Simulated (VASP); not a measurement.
# Hf (I4/mmm) in VASP: notebook

Hf is run at these levels: r2SCAN; tasks: single point.

Program: VASP 6.6.1. These are calculated values, not measurements. Logs are shortened: lines on timing, memory, paths and dates and some standing lists are left out, and cuts for length are marked.

## (1) The cell of the first run

Symmetry: I4/mmm, No. 139, tetragonal system. The conventional cell has a = 3.610 Å, b = 3.610 Å, c = 3.448 Å, α = 90.00°, β = 90.00°, γ = 90.00°. Hf (site symmetry 4/mmm) has 14 Hf at 3.08 to 3.61 Å within 4.1 Å.

## (2) Single point, r2SCAN (strain -0.0450 x Voigt [1, 0, 0, 0, 0, 0])

Input file POSCAR:

```
Hf
1.0
   -1.7237750000      1.8050000000      1.8050000000
    1.7237750000     -1.8050000000      1.8050000000
    1.7237750000      1.8050000000     -1.8050000000
Hf
1
Direct
    0.0000000000      0.0000000000      0.0000000000
```

Input file INCAR.step1:

```
ALGO = Normal ; EDIFF = 1E-4
ENCUT = 520 ; GGA = PE
ISMEAR = 0 ; LASPH = T
LCHARG = F ; LREAL = F
LWAVE = T ; NBANDS = 11
NELM = 100 ; PREC = Accurate
SIGMA = 0.15
```

Input file INCAR.step2:

```
ALGO = Normal ; EDIFF = 1E-6
ENCUT = 520 ; ISIF = 2
ISMEAR = 0 ; ISTART = 1
LASPH = T ; LCHARG = F
LMIXTAU = T ; LREAL = F
LWAVE = F ; METAGGA = R2SCAN
NBANDS = 11 ; NELM = 100
PREC = Accurate ; SIGMA = 0.15
```

Input file KPOINTS:

```
k-points
0
Gamma
  18 18 18
```

Potentials or basis: VASP PAW PBE potentials, release 64 (Hf_pv).

Launch:

```console
$ cat potpaw_PBE.64/Hf_pv/POTCAR > POTCAR
$ cp INCAR.step1 INCAR
$ mpirun -np 1 vasp_std > vasp.out
$ cp INCAR.step2 INCAR
$ mpirun -np 1 vasp_std > vasp.out
```

OUTCAR:

```text
EDIFF = 1E-6
   ENCUT = 520
   ISIF = 2
   ISMEAR = 0
   ISTART = 1
   LASPH = T
   LREAL = F
   METAGGA = R2SCAN
   NELM = 100
   PREC = Accurate

 ion  position               nearest neighbor table
   1  0.000  0.000  0.000-

  LATTYP: Found a body centered tetragonal cell.
 ALAT       =     3.6100000000
 C/A-ratio  =     0.9550000000

  Lattice vectors:

 A1 = (  -1.7237750000,   1.8050000000,  -1.8050000000)
 A2 = (  -1.7237750000,  -1.8050000000,   1.8050000000)
 A3 = (   1.7237750000,   1.8050000000,   1.8050000000)

Analysis of symmetry for initial positions (statically):
=====================================================================
 Subroutine PRICEL returns:
 Original cell was already a primitive cell.

 Routine SETGRP: Setting up the symmetry group for a
 body centered tetragonal supercell.

 Subroutine GETGRP returns: Found 16 space group operations
 (whereof 16 operations were pure point group operations)
 out of a pool of 16 trial point group operations.

The static configuration has the point symmetry D_4h.

Analysis of symmetry for dynamics (positions and initial velocities):
=====================================================================
 Subroutine PRICEL returns:
 Original cell was already a primitive cell.

 Routine SETGRP: Setting up the symmetry group for a
 body centered tetragonal supercell.

 Subroutine GETGRP returns: Found 16 space group operations
 (whereof 16 operations were pure point group operations)
 out of a pool of 16 trial point group operations.

The dynamic configuration has the point symmetry D_4h.

 Subroutine INISYM returns: Found 16 space group operations
 (whereof 16 operations are pure point group operations),
 and found     1 'primitive' translations

----------------------------------------------------------------------------------------

                                     Primitive cell

  volume of cell :      22.4644

  direct lattice vectors                    reciprocal lattice vectors
    -1.723775000  1.805000000  1.805000000     0.000000000  0.277008310  0.277008310
     1.723775000 -1.805000000  1.805000000     0.290061058  0.000000000  0.277008310
     1.723775000  1.805000000 -1.805000000     0.290061058  0.277008310  0.000000000

  length of vectors
     3.080170491  3.080170491  3.080170491     0.391748909  0.401084806  0.401084806

  position of ions in fractional coordinates (direct lattice)
     0.000000000  0.000000000  0.000000000
[... 76 lines left out ...]
   EDIFF  = 0.1E-05   stopping-criterion for ELM
   LREAL  =      F    real-space projection
   EDIFFG = 0.1E-04   stopping-criterion for IOM
   NSW    =      0    number of steps for IOM
   IBRION =     -1    ionic relax: 0-MD 1-quasi-New 2-CG
   NFREE  =      0    steps in history (QN), initial steepest desc. (CG)
   ISIF   =      2    stress and relaxation
   ISYM   =      2    0-nonsym 1-usesym 2-fastsym
   POTIM  = 0.5000    time-step for ionic-motion
   TEBEG  =    0.0;   TEEND  =   0.0 temperature during run
   PSTRESS=    0.0 pullay stress
   NELECT =      10.0000    total number of electrons
   NUPDOWN=      -1.0000    fix difference up-down
   EMIN   =  10.00;   EMAX   =-10.00  energy-range for DOS
   EFERMI =   0.00;   METHOD = LEGACY
   ISMEAR =     0;   SIGMA  =   0.15  broadening in eV -4-tet -1-fermi 0-gaus
   EFERMI_NEDOS =   21; number of points for ismear=-14 and -15
   IALGO  =     38    algorithm
   IMIX   =      4    mixing-type and parameters
     AMIX     =   0.40;   BMIX     =  1.00
     AMIX_MAG =   1.60;   BMIX_MAG =  1.00
  volume/ion in A,a.u.               =      22.46       151.60
  Fermi-wavevector in a.u.,A,eV,Ry     =   1.249999  2.362157 21.259086  1.562499
  Thomas-Fermi vector in A             =   2.384014
   LORBIT       =      0    0 simple, 1 ext, 2 COOP (PROOUT), +10 PAW based schemes
   METAGGA = R2SCAN    functional components
   LHFCALC =     F    Hartree Fock is set to
   AEXX    =    0.0000 exact exchange contribution
   IVDW    =     0    specifies the selected vdW correction
   LEPSILON=     F    determine dielectric tensor
   LRPA    =     F    only Hartree local field effects (RPA)
 non-spin polarized calculation
 Gauss-broadening in eV      SIGMA  =   0.15
  energy-cutoff  :      520.00
  volume of cell :       22.46
 maximum number of plane-waves:       620
   NGX = 11   NGY = 11   NGZ = 11

 number of electron      10.0000000 magnetization

 Free energy of the ion-electron system (eV)
  ---------------------------------------------------
  ext. energy  EPLUGINS =         0.00000000
  ---------------------------------------------------
  free energy    TOTEN  =       -44.95465827 eV

  energy without entropy =      -44.93309040  energy(sigma->0) =      -44.94387434

 E-fermi :   4.4442     XC(G=0): -12.1473

 val. band max:        4.4418445955   @ k =  -0.4444  -0.2222   0.0556
 cond. band min:       4.4481024775   @ k =   0.4444  -0.1111   0.0556
 fundamental gap:      0.0062578820
 Fermi energy:         4.4441714445

 k-point     1 :       0.0000    0.0000    0.0000
  band No.  band energies     occupation
      1     -26.5711      2.00000
      2     -26.5711      2.00000
      3     -26.5657      2.00000
      4      -2.9460      2.00000
      5       5.8325      0.00000
      6       6.4034      0.00000
      7       6.4034      0.00000
      8       8.6018      0.00000
      9       9.3712      0.00000
     10      16.5458      0.00000
     11      18.1052      0.00000
[... 309 lines left out ...]
 k-point    24 :       0.2222    0.1111    0.0000
  band No.  band energies     occupation
      1     -27.0882      2.00000
      2     -26.7252      2.00000
      3     -26.5972      2.00000
      4      -0.2616      2.00000
      5       4.5373      0.38016
      6       5.0327      0.00000
      7       8.0048      0.00000
      8       9.3658      0.00000
      9       9.5460      0.00000
     10      16.5450      0.00000
     11      17.6892      0.00000

 [... further k-points ...]
[... 5 lines left out ...]
  --------------------------------------------------------------------------------------
  -------------------------------------------------------------------------------------
  Total       -0.5101850     -0.0750619     -0.0750619      0.0000000      0.0000000      0.0000000
  in kB      -36.3867519     -5.3534689     -5.3534689      0.0000000      0.0000000      0.0000000
  external PRESSURE =     -15.6978965 kB  Pullay stress =       0.0000000 kB

 VOLUME and BASIS-vectors are now :
 -----------------------------------------------------------------------------
  energy-cutoff  :      520.00
  volume of cell :       22.46
      direct lattice vectors                 reciprocal lattice vectors
    -1.723775000  1.805000000  1.805000000     0.000000000  0.277008310  0.277008310
     1.723775000 -1.805000000  1.805000000     0.290061058  0.000000000  0.277008310
     1.723775000  1.805000000 -1.805000000     0.290061058  0.277008310  0.000000000

 POSITION                                       TOTAL-FORCE (eV/Angst)
 -----------------------------------------------------------------------------------
      0.00000      0.00000      0.00000         0.000000     -0.000000      0.000000
 -----------------------------------------------------------------------------------
    total drift:                                0.000000      0.000000      0.000000

  FREE ENERGIE OF THE ION-ELECTRON SYSTEM (eV)
  ---------------------------------------------------
  free  energy   TOTEN  =       -44.9546582721 eV

  energy  without entropy=      -44.9330904009  energy(sigma->0) =      -44.94387434
```

It took 4.8 min on 1 thread of Intel Xeon 8259CL, shared host; peak memory 0.24 GiB.

Results:

* Free energy: -44.9547 eV
* Pressure: -1.6 GPa
* Band gap on the k mesh: zero (bands 5 and 6 overlap by 2.34 eV)

Levels at points of the mesh, in eV from the Fermi level:
| k point | band 2 | band 3 | band 4 | band 5 | band 6 | band 7 | band 8 | band 9 |
| --- | --- | --- | --- | --- | --- | --- | --- | --- |
| (0.00, 0.00, 0.00) | -31.02 | -31.01 | -7.39 | 1.39 | 1.96 | 1.96 | 4.16 | 4.93 |
| (0.50, 0.00, 0.00) | -31.25 | -31.00 | -3.53 | 0.01 | 0.64 | 3.95 | 5.21 | 7.81 |
| (0.00, 0.50, 0.00) | -31.29 | -31.03 | -3.45 | -0.57 | 0.94 | 4.54 | 5.68 | 7.89 |
| (0.50, 0.50, 0.50) | -31.61 | -31.53 | -2.75 | -2.64 | 7.01 | 7.01 | 7.07 | 7.07 |

Caveat: the cell differs from its parent crystal (strain -0.0450 x Voigt [1, 0, 0, 0, 0, 0]); the PAW data sets were made with another functional, which shifts forces and pressure a little; spin-orbit coupling is left out, which moves the levels of the heavy elements.

## (3) Single point, r2SCAN (strain -0.0300 x Voigt [1, 0, 0, 0, 0, 0])

Input file POSCAR:

```
Hf
1.0
   -1.7508500000      1.8050000000      1.8050000000
    1.7508500000     -1.8050000000      1.8050000000
    1.7508500000      1.8050000000     -1.8050000000
Hf
1
Direct
    0.0000000000      0.0000000000      0.0000000000
```

Input file INCAR.step1:

```
SYSTEM = Hf
PREC = Accurate ; ENCUT = 520
ISMEAR = 0 ; SIGMA = 0.15
LREAL = .FALSE. ; LASPH = .TRUE.
NELM = 80 ; NBANDS = 11
GGA = PE ; ALGO = Normal
EDIFF = 1E-4 ; LWAVE = .TRUE.
LCHARG = .FALSE.
```

Input file INCAR.step2:

```
SYSTEM = Hf
PREC = Accurate ; ENCUT = 520
EDIFF = 1E-6 ; ISMEAR = 0
SIGMA = 0.15 ; LREAL = .FALSE.
LASPH = .TRUE. ; NELM = 80
ALGO = Normal ; ISIF = 2
LWAVE = .FALSE. ; LCHARG = .FALSE.
METAGGA = R2SCAN ; LMIXTAU = .TRUE.
NBANDS = 11 ; ISTART = 1
```

Input file KPOINTS:

```
regular mesh
0
G
  18 18 18
  0 0 0
```

Potentials or basis: VASP PAW PBE potentials, release 64 (Hf_pv).

Launch:

```console
$ cat potpaw_PBE.64/Hf_pv/POTCAR > POTCAR
$ cp INCAR.step1 INCAR
$ mpirun -np 1 vasp_std > vasp.out
$ cp INCAR.step2 INCAR
$ mpirun -np 1 vasp_std > vasp.out
```

OUTCAR:

```text
SYSTEM = Hf
   PREC = Accurate
   ENCUT = 520
   EDIFF = 1E-6
   ISMEAR = 0
   LREAL = .FALSE.
   LASPH = .TRUE.
   NELM = 80
   ISIF = 2
   METAGGA = R2SCAN
   ISTART = 1

 ion  position               nearest neighbor table
   1  0.000  0.000  0.000-

  LATTYP: Found a body centered tetragonal cell.
 ALAT       =     3.6100000000
 C/A-ratio  =     0.9700000000

  Lattice vectors:

 A1 = (  -1.7508500000,   1.8050000000,  -1.8050000000)
 A2 = (  -1.7508500000,  -1.8050000000,   1.8050000000)
 A3 = (   1.7508500000,   1.8050000000,   1.8050000000)

[... 507 lines left out ...]
      5       4.4743      0.19423
      6       4.8473      0.00000
      7       7.9483      0.00000
      8       9.1614      0.00000
      9       9.3677      0.00000
     10      16.3800      0.00000
     11      17.4890      0.00000

 [... further k-points ...]
[... 5 lines left out ...]
  --------------------------------------------------------------------------------------
  -------------------------------------------------------------------------------------
  Total       -0.6434616     -0.3421990     -0.3421990      0.0000000      0.0000000      0.0000000
  in kB      -45.1824585    -24.0284637    -24.0284637      0.0000000      0.0000000      0.0000000
  external PRESSURE =     -31.0797953 kB  Pullay stress =       0.0000000 kB

 VOLUME and BASIS-vectors are now :
 -----------------------------------------------------------------------------
  energy-cutoff  :      520.00
  volume of cell :       22.82
      direct lattice vectors                 reciprocal lattice vectors
    -1.750850000  1.805000000  1.805000000     0.000000000  0.277008310  0.277008310
     1.750850000 -1.805000000  1.805000000     0.285575578  0.000000000  0.277008310
     1.750850000  1.805000000 -1.805000000     0.285575578  0.277008310  0.000000000

 POSITION                                       TOTAL-FORCE (eV/Angst)
 -----------------------------------------------------------------------------------
      0.00000      0.00000      0.00000         0.000000      0.000000     -0.000000
 -----------------------------------------------------------------------------------
    total drift:                                0.000000      0.000000     -0.000000

  FREE ENERGIE OF THE ION-ELECTRON SYSTEM (eV)
  ---------------------------------------------------
  free  energy   TOTEN  =       -44.9456665305 eV

  energy  without entropy=      -44.9237777419  energy(sigma->0) =      -44.93472214
```

OSZICAR.step1:

```text
N       E                     dE             d eps       ncg     rms          rms(c)
DAV:   1     0.124925358090E+02    0.12493E+02   -0.56752E+03 10592   0.838E+02
DAV:   2    -0.965565652136E+01   -0.22148E+02   -0.21477E+02 13202   0.153E+02
DAV:   3    -0.101060861974E+02   -0.45043E+00   -0.44544E+00 13239   0.149E+01
DAV:   4    -0.101079054136E+02   -0.18192E-02   -0.18189E-02 11966   0.114E+00
DAV:   5    -0.101079163983E+02   -0.10985E-04   -0.10984E-04 13318   0.784E-02    0.446E+01
DAV:   6    -0.984020893659E+01    0.26771E+00   -0.22920E-01 11847   0.353E+00    0.258E+01
DAV:   7    -0.975501674104E+01    0.85192E-01   -0.31729E-01 12114   0.400E+00    0.112E+00
DAV:   8    -0.975108954718E+01    0.39272E-02   -0.21380E-02 11879   0.105E+00    0.139E-01
DAV:   9    -0.975110026343E+01   -0.10716E-04   -0.28826E-04 12743   0.151E-01
   1 F= -.97511003E+01 E0= -.97396364E+01  d E =-.229276E-01
```

It took 5.3 min on 1 thread of Intel Xeon 8259CL, shared host; peak memory 0.25 GiB.

What came out:

| Item | Value |
| --- | --- |
| Free energy | -44.9457 eV |
| Pressure | -3.1 GPa |
| Band gap on the k mesh | zero (bands 5 and 6 overlap by 2.34 eV) |

Stress tensor (GPa, compression positive):
```
-4.52  0.00  0.00
 0.00 -2.40  0.00
 0.00  0.00 -2.40
```

Caveat: the cell differs from its parent crystal (strain -0.0300 x Voigt [1, 0, 0, 0, 0, 0]); the cell stands under tension; the PAW data sets were made with another functional, which shifts forces and pressure a little; spin-orbit coupling is left out, which moves the levels of the heavy elements.
